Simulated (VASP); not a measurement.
A run of VASP 6.6.1 is set up as follows.

File INCAR:

```
  ALGO = Normal
  EDIFF = 1E-6
  ENCUT = 520
  GGA = PE
  ISIF = 2
  ISMEAR = 0
  LASPH = True
  LCHARG = True
  LELF = True
  LREAL = False
  LVHAR = True
  LWAVE = False
  NBANDS = 15
  NELM = 60
  PREC = Accurate
  SIGMA = 0.15
```

The input KPOINTS:

```
k-points
0
Gamma
  18 18 18
```

Contents of POSCAR:

```
TiC
1.0
    0.0000000000      2.1640000000      2.1640000000
    2.1640000000      0.0000000000      2.1640000000
    2.1640000000      2.1640000000      0.0000000000
Ti C
1 1
Direct
    0.0000000000      0.0000000000      0.0000000000
    0.4768946396      0.4768946396      0.4904294463
```

Potentials or basis: VASP PAW PBE potentials, release 64 (Ti_sv, C).

The run is started by

```console
$ cat potpaw_PBE.64/Ti_sv/POTCAR potpaw_PBE.64/C/POTCAR > POTCAR
$ mpirun -np 1 vasp_std > vasp.out
```

Problem. Estimate the largest force.

Solution. 1.201 eV/Å.

Problem. Predict the band gap on the k mesh.

Solution. Zero (band 8 reaches 9.90 eV, above the bottom of band 9 at 9.39 eV).

Stress tensor (GPa, compression positive):
```
 2.92 -0.96 -1.33
-0.96  2.92 -1.33
-1.33 -1.33  4.35
```

Caveat: the cell differs from its parent crystal (atom 2 (C) moved by (-0.100, -0.100) A along [1 1 0] and z); forces of over 1 eV/Å act on the atoms, so gaps and moduli don't describe the material at rest.
